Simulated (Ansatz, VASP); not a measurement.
## GaN: VASP beside Ansatz

Contents of POSCAR:

```
GaN
1.0
    0.0000000000      2.2489525411      2.2489525411
    2.2489525411      0.0000000000      2.2489525411
    2.2489525411      2.2489525411      0.0000000000
Ga N
1 1
Direct
    0.0000000000      0.0000000000      0.0000000000
    0.2500000000      0.2500000000      0.2500000000
```

INCAR.step1

```
SYSTEM = GaN
PREC = Accurate
ENCUT = 520
ISMEAR = 0
SIGMA = 0.01
LREAL = .FALSE.
LASPH = .TRUE.
NELM = 60
NBANDS = 16
GGA = PE
ALGO = Normal
EDIFF = 1E-4
LWAVE = .TRUE.
LCHARG = .FALSE.
```

File INCAR.step2:

```
SYSTEM = GaN
PREC = Accurate
ENCUT = 520
EDIFF = 1E-6
ISMEAR = 0
SIGMA = 0.01
LREAL = .FALSE.
LASPH = .TRUE.
NELM = 60
ALGO = Normal
ISIF = 2
LWAVE = .FALSE.
LCHARG = .TRUE.
METAGGA = R2SCAN
LMIXTAU = .TRUE.
LELF = .TRUE.
LVHAR = .TRUE.
NBANDS = 16
ISTART = 1
```

The input KPOINTS:

```
regular mesh
0
G
  10 10 10
  0 0 0
```

Input for Ansatz:

```yaml
crystal:
  lattice:
    - [0.0, 2.2489525411, 2.2489525411]
    - [2.2489525411, 0.0, 2.2489525411]
    - [2.2489525411, 2.2489525411, 0.0]
  atoms:
    - { symbol: Ga, position: [0.0, 0.0, 0.0] }
    - { symbol: "N", position: [0.25, 0.25, 0.25] }
kpoints:
  mp_grid: { grid: [10, 10, 10] }
  band_path:
    path:
      - [0.0, 0.0, 0.0]
      - [-0.5, -0.5, 0.0]
      - [-0.375, -0.375, 0.25]
      - [-0.375, 0.0, 0.375]
      - [0.0, 0.0, 0.5]
      - [-0.5, -0.25, 0.25]
    npoints: 1
hamiltonian:
  xc: r2scan
scf:
  occupations: { method: fixed }
  n_extra_bands: 4
output:
  forces: true
  stress: true
  eigenvalues: true
```

Alike in both runs: task single point; functional r2SCAN; k mesh 10 × 10 × 10; no spin polarisation.

|  | VASP | Ansatz |
| --- | --- | --- |
| version | VASP 6.6.1 | Ansatz 0.2.0 |
| potentials or method | VASP PAW PBE potentials, release 64 (Ga_d, N) | plane waves, PAW |
| plane-wave cutoff (eV) | 520 | 500 |
| occupations | gaussian, width 0.01 eV | fixed |
| valence electrons in the cell | 18 | 18 |

VASP gave:

| Item | Value |
| --- | --- |
| gap on the k mesh at the Fermi level (eV) | 2.16 |
| pressure (GPa) | 1.1 |

Task: Estimate Ansatz's values.

Result: gap on the k mesh at the Fermi level (eV): 2.17; pressure (GPa): 0.0.

VASP's potentials were made for PBE, not for r2SCAN.
